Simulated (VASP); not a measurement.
# CdF2 (Fmmm) in VASP: further runs

The runs below take CdF2 through single point, with PBEsol.

Program: VASP 6.6.1. These are calculated values, not measurements. Logs are shortened: lines on timing, memory, paths and dates and some standing lists are left out, and cuts for length are marked.

## 1. The cell of the first run

It takes space group Fmmm (No. 69, orthorhombic). The conventional cell has a = 5.182 Å, b = 5.431 Å, c = 5.539 Å, α = 90.00°, β = 90.00°, γ = 90.00°. Cd (site symmetry mmm) has 8 F at 2.33 Å within 3.1 Å. Within 3.1 Å of F (site symmetry 222) lie 4 Cd at 2.33 Å and 6 F at 2.59 to 2.77 Å.

## 2. Single point, PBEsol

The input, INCAR:

```
SYSTEM = CdF2
PREC = Accurate
ENCUT = 520
EDIFF = 1E-7
ISMEAR = 0
SIGMA = 0.05
LREAL = .FALSE.
LASPH = .TRUE.
NELM = 60
ALGO = Normal
ISIF = 2
LWAVE = .FALSE.
LCHARG = .FALSE.
GGA = PS
NBANDS = 20
```

The input, KPOINTS:

```
regular mesh
0
G
  8 8 8
  0 0 0
```

The input, POSCAR:

```
CdF2
1.0
    0.0000000000      2.7694700532      2.5911202199
    2.7156285941      0.0000000000      2.5911202199
    2.7156285941      2.7694700532      0.0000000000
Cd F
1 2
Direct
    0.0000000000      0.0000000000      0.0000000000
    0.2500000000      0.2500000000      0.2500000000
    0.7500000000      0.7500000000      0.7500000000
```

Potentials or basis: VASP PAW PBE potentials, release 64 (Cd, F).

Launch:

```
> cat potpaw_PBE.64/Cd/POTCAR potpaw_PBE.64/F/POTCAR > POTCAR
> mpirun -np 1 vasp_std > vasp.out
```

OUTCAR:

```text
SYSTEM = CdF2
   PREC = Accurate
   ENCUT = 520
   EDIFF = 1E-7
   ISMEAR = 0
   LREAL = .FALSE.
   LASPH = .TRUE.
   NELM = 60
   ISIF = 2
   GGA = PS

 ion  position               nearest neighbor table
   1  0.000  0.000  0.000-   3 2.33   2 2.33   3 2.33   2 2.33   3 2.33   2 2.33   3 2.33   2 2.33

   2  0.250  0.250  0.250-   1 2.33   1 2.33   1 2.33   1 2.33
   3  0.750  0.750  0.750-   1 2.33   1 2.33   1 2.33   1 2.33

  LATTYP: Found a face centered orthorhombic cell.
 ALAT       =     5.1822404398
 B/A-ratio  =     1.0480519481
 C/A-ratio  =     1.0688311688

  Lattice vectors:

 A1 = (   2.7156285941,   2.7694700532,   0.0000000000)
 A2 = (   0.0000000000,   2.7694700532,   2.5911202199)
 A3 = (   2.7156285941,   0.0000000000,   2.5911202199)

Analysis of symmetry for initial positions (statically):
=====================================================================
 Subroutine PRICEL returns:
 Original cell was already a primitive cell.

 Routine SETGRP: Setting up the symmetry group for a
 face centered orthorhombic supercell.

 Subroutine GETGRP returns: Found  8 space group operations
 (whereof  8 operations were pure point group operations)
 out of a pool of  8 trial point group operations.

The static configuration has the point symmetry D_2h.

Analysis of symmetry for dynamics (positions and initial velocities):
=====================================================================
 Subroutine PRICEL returns:
 Original cell was already a primitive cell.

 Routine SETGRP: Setting up the symmetry group for a
 face centered orthorhombic supercell.

 Subroutine GETGRP returns: Found  8 space group operations
 (whereof  8 operations were pure point group operations)
 out of a pool of  8 trial point group operations.

The dynamic configuration has the point symmetry D_2h.

 Subroutine INISYM returns: Found  8 space group operations
 (whereof  8 operations are pure point group operations),
 and found     1 'primitive' translations

----------------------------------------------------------------------------------------

                                     Primitive cell

  volume of cell :      38.9749

  direct lattice vectors                    reciprocal lattice vectors
     0.000000000  2.769470053  2.591120220    -0.184119434  0.180539955  0.192966732
     2.715628594  0.000000000  2.591120220     0.184119434 -0.180539955  0.192966732
     2.715628594  2.769470053  0.000000000     0.184119434  0.180539955 -0.192966732

  length of vectors
     3.792607068  3.753470748  3.878737299     0.322072664  0.322072664  0.322072664

  position of ions in fractional coordinates (direct lattice)
     0.000000000  0.000000000  0.000000000
     0.250000000  0.250000000  0.250000000
     0.750000000  0.750000000  0.750000000

  ion indices of the primitive-cell ions
   primitive index   ion index
                 1           1
                 2           2
                 3           3

----------------------------------------------------------------------------------------

 KPOINTS: regular mesh

Automatic generation of k-mesh.
 Grid dimensions read from file:
 generate k-points for:    8    8    8

 Generating k-lattice:

  Cartesian coordinates                     Fractional coordinates (reciprocal lattice)
    -0.023014929  0.022567494  0.024120841     0.125000000 -0.000000000 -0.000000000
     0.023014929 -0.022567494  0.024120841     0.000000000  0.125000000  0.000000000
     0.023014929  0.022567494 -0.024120841     0.000000000  0.000000000  0.125000000

  Length of vectors
     0.040259083  0.040259083  0.040259083

  Shift w.r.t. Gamma in fractional coordinates (k-lattice)
     0.000000000  0.000000000  0.000000000

 Subroutine IBZKPT returns following result:
 ===========================================

 Found     95 irreducible k-points:

 Following reciprocal coordinates:
            Coordinates               Weight
  0.000000  0.000000  0.000000      1.000000
  0.125000 -0.000000 -0.000000      8.000000
  0.250000 -0.000000 -0.000000      8.000000
  0.375000  0.000000  0.000000      8.000000
  0.500000 -0.000000 -0.000000      4.000000
  0.125000  0.125000  0.000000      2.000000
[... 16 lines left out ...]
  0.250000  0.000000  0.125000      8.000000
  0.375000  0.000000  0.125000      8.000000
 [... further k-points ...]
   k-points           NKPTS =     95   k-points in BZ     NKDIM =     95   number of bands    NBANDS=     20
   number of dos      NEDOS =    301   number of ions     NIONS =      3
   total plane-waves  NPLWV =  23520
   dimension x,y,z NGX =    28 NGY =   28 NGZ =   30
   dimension x,y,z NGXF=    56 NGYF=   56 NGZF=   60
   ions per type =               1   2
   NGX,Y,Z   is equivalent  to a cutoff of  12.27, 12.40, 12.86 a.u.
   NGXF,Y,Z  is equivalent  to a cutoff of  24.55, 24.80, 25.72 a.u.
 SYSTEM =  CdF2
   PREC   = accura    normal or accurate (medium, high low for compatibility)
   ISTART =      0    job   : 0-new  1-cont  2-samecut
   ICHARG =      2    charge: 1-file 2-atom 10-const
   ISPIN  =      1    spin polarized calculation?
   LNONCOLLINEAR =      F non collinear calculations
   LSORBIT =      F    spin-orbit coupling
   LASPH  =      T    aspherical Exc in radial PAW
   ENCUT  =  520.0 eV  38.22 Ry    6.18 a.u.   7.05  6.98  7.21*2*pi/ulx,y,z
   NELM   =     60;   NELMIN=  2; NELMDL= -5     # of ELM steps
   EDIFF  = 0.1E-06   stopping-criterion for ELM
   LREAL  =      F    real-space projection
   EDIFFG = 0.1E-05   stopping-criterion for IOM
   NSW    =      0    number of steps for IOM
   IBRION =     -1    ionic relax: 0-MD 1-quasi-New 2-CG
   NFREE  =      0    steps in history (QN), initial steepest desc. (CG)
   ISIF   =      2    stress and relaxation
   ISYM   =      2    0-nonsym 1-usesym 2-fastsym
   POTIM  = 0.5000    time-step for ionic-motion
   TEBEG  =    0.0;   TEEND  =   0.0 temperature during run
   PSTRESS=    0.0 pullay stress
   NELECT =      26.0000    total number of electrons
   NUPDOWN=      -1.0000    fix difference up-down
   EMIN   =  10.00;   EMAX   =-10.00  energy-range for DOS
   EFERMI =   0.00;   METHOD = LEGACY
   ISMEAR =     0;   SIGMA  =   0.05  broadening in eV -4-tet -1-fermi 0-gaus
   EFERMI_NEDOS =   21; number of points for ismear=-14 and -15
   IALGO  =     38    algorithm
   IMIX   =      4    mixing-type and parameters
     AMIX     =   0.40;   BMIX     =  1.00
     AMIX_MAG =   1.60;   BMIX_MAG =  1.00
  volume/ion in A,a.u.               =      12.99        87.67
  Fermi-wavevector in a.u.,A,eV,Ry     =   1.430445  2.703149 27.839861  2.046172
  Thomas-Fermi vector in A             =   2.550289
   LORBIT       =      0    0 simple, 1 ext, 2 COOP (PROOUT), +10 PAW based schemes
   GGA     = PS    functional components
   LHFCALC =     F    Hartree Fock is set to
   AEXX    =    0.0000 exact exchange contribution
   IVDW    =     0    specifies the selected vdW correction
   LEPSILON=     F    determine dielectric tensor
   LRPA    =     F    only Hartree local field effects (RPA)
 non-spin polarized calculation
 Gauss-broadening in eV      SIGMA  =   0.05
  energy-cutoff  :      520.00
  volume of cell :       38.97
 maximum number of plane-waves:      1070
   NGX = 15   NGY = 13   NGZ = 15

 number of electron      26.0000001 magnetization

 Free energy of the ion-electron system (eV)
  ---------------------------------------------------
  ext. energy  EPLUGINS =         0.00000000
  ---------------------------------------------------
  free energy    TOTEN  =       -11.56069530 eV

  energy without entropy =      -11.56069530  energy(sigma->0) =      -11.56069530

 E-fermi :  -0.9885     XC(G=0): -10.7293

 val. band max:       -1.3362813066   @ k =  -0.1250   0.5000   0.3750
 cond. band min:       1.4656926624   @ k =   0.0000   0.0000   0.0000
 fundamental gap:      2.8019739689
 Fermi energy:        -0.9884728914

 k-point     1 :       0.0000    0.0000    0.0000
  band No.  band energies     occupation
      1     -22.1451      2.00000
      2     -20.9815      2.00000
      3      -7.0633      2.00000
      4      -7.0493      2.00000
      5      -7.0373      2.00000
      6      -5.8169      2.00000
[... 12 lines left out ...]
     19      17.6198      0.00000
     20      19.0031      0.00000

 k-point     2 :       0.1250   -0.0000   -0.0000
  band No.  band energies     occupation
      1     -22.0930      2.00000
      2     -21.0282      2.00000
      3      -7.0010      2.00000
      4      -6.9793      2.00000
      5      -6.8805      2.00000
      6      -5.8337      2.00000
[... 12 lines left out ...]
     19      17.2687      0.00000
     20      18.5444      0.00000

 k-point     3 :       0.2500   -0.0000   -0.0000
  band No.  band energies     occupation
      1     -21.9518      2.00000
      2     -21.1549      2.00000
      3      -6.8728      2.00000
      4      -6.8287      2.00000
      5      -6.4281      2.00000
      6      -5.8401      2.00000
[... 12 lines left out ...]
     19      17.7225      0.00000
     20      17.9901      0.00000

 k-point     4 :       0.3750    0.0000    0.0000
  band No.  band energies     occupation
      1     -21.7569      2.00000
      2     -21.3317      2.00000
      3      -6.7740      2.00000
      4      -6.6981      2.00000
      5      -5.8567      2.00000
      6      -5.7987      2.00000
[... 429 lines left out ...]
 k-point    23 :       0.2500    0.0000    0.1250
  band No.  band energies     occupation
      1     -21.9874      2.00000
      2     -21.1157      2.00000
      3      -6.8391      2.00000
      4      -6.8191      2.00000
      5      -6.5125      2.00000
      6      -5.9807      2.00000
[... 12 lines left out ...]
     19      18.5663      0.00000
     20      19.1042      0.00000

 k-point    24 :       0.3750    0.0000    0.1250
  band No.  band energies     occupation
      1     -21.8242      2.00000
      2     -21.2603      2.00000
      3      -6.7264      2.00000
      4      -6.6734      2.00000
      5      -6.0065      2.00000
      6      -5.9436      2.00000
[... 12 lines left out ...]
     19      17.9348      0.00000
     20      19.1199      0.00000

 [... further k-points ...]

------------------------ aborting loop because EDIFF is reached ----------------------------------------

  FORCE on cell =-STRESS in cart. coord.  units (eV):
  Direction    XX          YY          ZZ          XY          YZ          ZX
  --------------------------------------------------------------------------------------
  -------------------------------------------------------------------------------------
  Total       -0.0457109     -0.5600009      1.2415819      0.0000000      0.0000000      0.0000000
  in kB       -1.8790806    -23.0204986     51.0389051      0.0000000      0.0000000      0.0000000
  external PRESSURE =       8.7131086 kB  Pullay stress =       0.0000000 kB

 VOLUME and BASIS-vectors are now :
 -----------------------------------------------------------------------------
  energy-cutoff  :      520.00
  volume of cell :       38.97
      direct lattice vectors                 reciprocal lattice vectors
     0.000000000  2.769470053  2.591120220    -0.184119434  0.180539955  0.192966732
     2.715628594  0.000000000  2.591120220     0.184119434 -0.180539955  0.192966732
     2.715628594  2.769470053  0.000000000     0.184119434  0.180539955 -0.192966732

 POSITION                                       TOTAL-FORCE (eV/Angst)
 -----------------------------------------------------------------------------------
      0.00000      0.00000      0.00000        -0.000000     -0.000000      0.000000
      1.35781      1.38474      1.29556         0.000000      0.000000     -0.000000
      4.07344      4.15421      3.88668        -0.000000     -0.000000      0.000000
 -----------------------------------------------------------------------------------
    total drift:                                0.000000      0.000000      0.000000

  FREE ENERGIE OF THE ION-ELECTRON SYSTEM (eV)
  ---------------------------------------------------
  free  energy   TOTEN  =       -11.5606952996 eV

  energy  without entropy=      -11.5606952996  energy(sigma->0) =      -11.56069530
```

It took 74 s on 1 thread of AMD EPYC 7R43 (Zen 3), shared host; peak memory 0.17 GiB.

Results:

| Property | Result |
| --- | --- |
| Free energy | -11.5607 eV |
| Pressure | 0.9 GPa |
| Band gap on the k mesh | 2.80 eV (least direct gap 3.29 eV) |

Stress tensor (GPa, compression positive):
```
-0.19  0.00  0.00
 0.00 -2.30  0.00
 0.00  0.00  5.10
```

Caveat: the cell differs from its parent crystal (strain +e along x and -e along y -0.0100, strain +e along z and -e/2 along x and y -0.0375); the PAW data sets were made with another functional, which shifts forces and pressure a little. A k mesh can miss the band edges.

## 3. Single point, PBEsol

The input, INCAR:

```
  PREC = Accurate
  ENCUT = 520
  EDIFF = 1E-7
  ISMEAR = 0
  SIGMA = 0.05
  LREAL = False
  LASPH = True
  NELM = 60
  ALGO = Normal
  ISIF = 2
  LWAVE = False
  LCHARG = False
  GGA = PS
  NBANDS = 20
```

The input, KPOINTS:

```
Automatic mesh
0
Gamma
  8 8 8
```

The input, POSCAR:

```
CdF2
1.0
    0.0000000000      2.7223587765      2.7930256915
    2.5608343991      0.0000000000      2.7930256915
    2.5608343991      2.7223587765      0.0000000000
Cd F
1 2
Direct
    0.0000000000      0.0000000000      0.0000000000
    0.2500000000      0.2500000000      0.2500000000
    0.7500000000      0.7500000000      0.7500000000
```

Potentials or basis: VASP PAW PBE potentials, release 64 (Cd, F).

Launch:

```
> cat potpaw_PBE.64/Cd/POTCAR potpaw_PBE.64/F/POTCAR > POTCAR
> mpirun -np 1 vasp_std > vasp.out
```

OUTCAR:

```text
PREC = Accurate
   ENCUT = 520
   EDIFF = 1E-7
   ISMEAR = 0
   LREAL = False
   LASPH = True
   NELM = 60
   ISIF = 2
   GGA = PS

 ion  position               nearest neighbor table
   1  0.000  0.000  0.000-   3 2.33   3 2.33   3 2.33   2 2.33   3 2.33   2 2.33   2 2.33   2 2.33

   2  0.250  0.250  0.250-   1 2.33   1 2.33   1 2.33   1 2.33
   3  0.750  0.750  0.750-   1 2.33   1 2.33   1 2.33   1 2.33

  LATTYP: Found a face centered orthorhombic cell.
 ALAT       =     5.1216687982
 B/A-ratio  =     1.0630749015
 C/A-ratio  =     1.0906701708

  Lattice vectors:

 A1 = (   0.0000000000,   2.7223587765,   2.7930256915)
 A2 = (   2.5608343991,   0.0000000000,   2.7930256915)
 A3 = (   2.5608343991,   2.7223587765,   0.0000000000)

Analysis of symmetry for initial positions (statically):
=====================================================================
 Subroutine PRICEL returns:
 Original cell was already a primitive cell.

 Routine SETGRP: Setting up the symmetry group for a
 face centered orthorhombic supercell.

 Subroutine GETGRP returns: Found  8 space group operations
 (whereof  8 operations were pure point group operations)
 out of a pool of  8 trial point group operations.

The static configuration has the point symmetry D_2h.

Analysis of symmetry for dynamics (positions and initial velocities):
=====================================================================
 Subroutine PRICEL returns:
 Original cell was already a primitive cell.

 Routine SETGRP: Setting up the symmetry group for a
 face centered orthorhombic supercell.

 Subroutine GETGRP returns: Found  8 space group operations
 (whereof  8 operations were pure point group operations)
 out of a pool of  8 trial point group operations.

The dynamic configuration has the point symmetry D_2h.

 Subroutine INISYM returns: Found  8 space group operations
 (whereof  8 operations are pure point group operations),
 and found     1 'primitive' translations

[... 117 lines left out ...]
  volume/ion in A,a.u.               =      12.98        87.60
  Fermi-wavevector in a.u.,A,eV,Ry     =   1.430832  2.703881 27.854944  2.047281
  Thomas-Fermi vector in A             =   2.550635
   LORBIT       =      0    0 simple, 1 ext, 2 COOP (PROOUT), +10 PAW based schemes
   GGA     = PS    functional components
   LHFCALC =     F    Hartree Fock is set to
   AEXX    =    0.0000 exact exchange contribution
   IVDW    =     0    specifies the selected vdW correction
   LEPSILON=     F    determine dielectric tensor
   LRPA    =     F    only Hartree local field effects (RPA)
 non-spin polarized calculation
 Gauss-broadening in eV      SIGMA  =   0.05
  energy-cutoff  :      520.00
  volume of cell :       38.94
 maximum number of plane-waves:      1068
 NGX is ok and might be reduce to    30
   NGX = 15   NGY = 15   NGZ = 13

 number of electron      25.9999998 magnetization

 Free energy of the ion-electron system (eV)
  ---------------------------------------------------
  ext. energy  EPLUGINS =         0.00000000
  ---------------------------------------------------
  free energy    TOTEN  =       -11.53809541 eV

  energy without entropy =      -11.53809541  energy(sigma->0) =      -11.53809541

 E-fermi :  -1.0622     XC(G=0): -10.7358

 val. band max:       -1.2741451165   @ k =  -0.3750   0.1250   0.5000
 cond. band min:       1.4537568945   @ k =   0.0000   0.0000   0.0000
 fundamental gap:      2.7279020110
 Fermi energy:        -1.0621932326

 k-point     1 :       0.0000    0.0000    0.0000
  band No.  band energies     occupation
      1     -22.1370      2.00000
      2     -20.9585      2.00000
      3      -7.0588      2.00000
      4      -7.0385      2.00000
      5      -7.0264      2.00000
      6      -5.8220      2.00000
[... 541 lines left out ...]
     19      17.6579      0.00000
     20      19.3086      0.00000

 [... further k-points ...]

------------------------ aborting loop because EDIFF is reached ----------------------------------------

  FORCE on cell =-STRESS in cart. coord.  units (eV):
  Direction    XX          YY          ZZ          XY          YZ          ZX
  --------------------------------------------------------------------------------------
  -------------------------------------------------------------------------------------
  Total        1.5862792     -0.1135683     -0.7846003      0.0000000      0.0000000      0.0000000
  in kB       65.2617066     -4.6723557    -32.2795348      0.0000000      0.0000000      0.0000000
  external PRESSURE =       9.4366054 kB  Pullay stress =       0.0000000 kB

 VOLUME and BASIS-vectors are now :
 -----------------------------------------------------------------------------
  energy-cutoff  :      520.00
  volume of cell :       38.94
      direct lattice vectors                 reciprocal lattice vectors
     0.000000000  2.722358777  2.793025692    -0.195248861  0.183664256  0.179017329
     2.560834399  0.000000000  2.793025692     0.195248861 -0.183664256  0.179017329
     2.560834399  2.722358777  0.000000000     0.195248861  0.183664256 -0.179017329

 POSITION                                       TOTAL-FORCE (eV/Angst)
 -----------------------------------------------------------------------------------
      0.00000      0.00000      0.00000         0.000000      0.000000      0.000000
      1.28042      1.36118      1.39651        -0.000000     -0.000000      0.000000
      3.84125      4.08354      4.18954         0.000000      0.000000      0.000000
 -----------------------------------------------------------------------------------
    total drift:                                0.000000     -0.000000      0.000000

  FREE ENERGIE OF THE ION-ELECTRON SYSTEM (eV)
  ---------------------------------------------------
  free  energy   TOTEN  =       -11.5380954069 eV

  energy  without entropy=      -11.5380954069  energy(sigma->0) =      -11.53809541
```

Run time: 81 s. Hardware: 1 thread of AMD EPYC 7R43 (Zen 3), shared host; peak memory 0.17 GiB.

Results:

```
Free energy            : -11.5381 eV
Pressure               : 0.9 GPa
Band gap on the k mesh : 2.73 eV (least direct gap 3.25 eV)
```

Stress tensor (GPa, compression positive):
```
 6.53  0.00  0.00
 0.00 -0.47  0.00
 0.00  0.00 -3.23
```

Caveat: the cell differs from its parent crystal (strain +e along x and -e along y -0.0300, strain +e along z and -e/2 along x and y +0.0375); the PAW data sets were made with another functional, which shifts forces and pressure a little.
